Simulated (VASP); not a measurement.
Here is a VASP 6.6.1 calculation.

Contents of POSCAR:

```
Cr
1.0
    4.1781873182      0.0000000000      0.0000000000
   -2.0890936591      3.6184163593      0.0000000000
    0.0000000000      0.0000000000      2.5231292588
Cr
3
Direct
    1.0000000000      1.0000000000      0.0000000000
    0.3333333333      0.6666666667      0.5000000000
    0.6666666667      0.3333333333      0.5000000000
```

INCAR.step1

```
ALGO = Normal
EDIFF = 1E-4
ENCUT = 520
GGA = PE
ISMEAR = -1
ISPIN = 2
LASPH = True
LCHARG = False
LMAXMIX = 4
LREAL = False
LWAVE = True
MAGMOM = 2.301 0.494 0.494
NBANDS = 29
NELM = 150
PREC = Accurate
SIGMA = 0.05
```

Contents of INCAR.step2:

```
ALGO = Normal
EDIFF = 1E-7
ENCUT = 520
ISIF = 2
ISMEAR = -1
ISPIN = 2
ISTART = 1
LASPH = True
LCHARG = False
LMAXMIX = 4
LMIXTAU = True
LORBIT = 11
LREAL = False
LWAVE = False
MAGMOM = 2.301 0.494 0.494
METAGGA = R2SCAN
NBANDS = 29
NELM = 150
PREC = Accurate
SIGMA = 0.05
```

Contents of KPOINTS:

```
k-points
0
Gamma
  10 10 14
```

Potentials or basis: VASP PAW PBE potentials, release 64 (Cr_pv).

Launch:

```bash
$ cat potpaw_PBE.64/Cr_pv/POTCAR > POTCAR
$ cp INCAR.step1 INCAR
$ mpirun -np 1 vasp_std > vasp.out
$ cp INCAR.step2 INCAR
$ mpirun -np 1 vasp_std > vasp.out
```

Task: Estimate the site moments.

Result: Cr +0.11, +1.11 (each value once) μB.

Task: What does it give for the net moment?

Result: 2.31 μB per cell.

Task: What does it give for the pressure?

Result: -15.0 GPa.

Stress tensor (GPa, compression positive):
```
 -9.15   0.00   0.00
  0.00  -9.15   0.00
  0.00   0.00 -26.79
```

Caveat: the stress differs along the axes, from -27 to -9 GPa; the PAW data sets were made with another functional, which shifts forces and pressure a little.
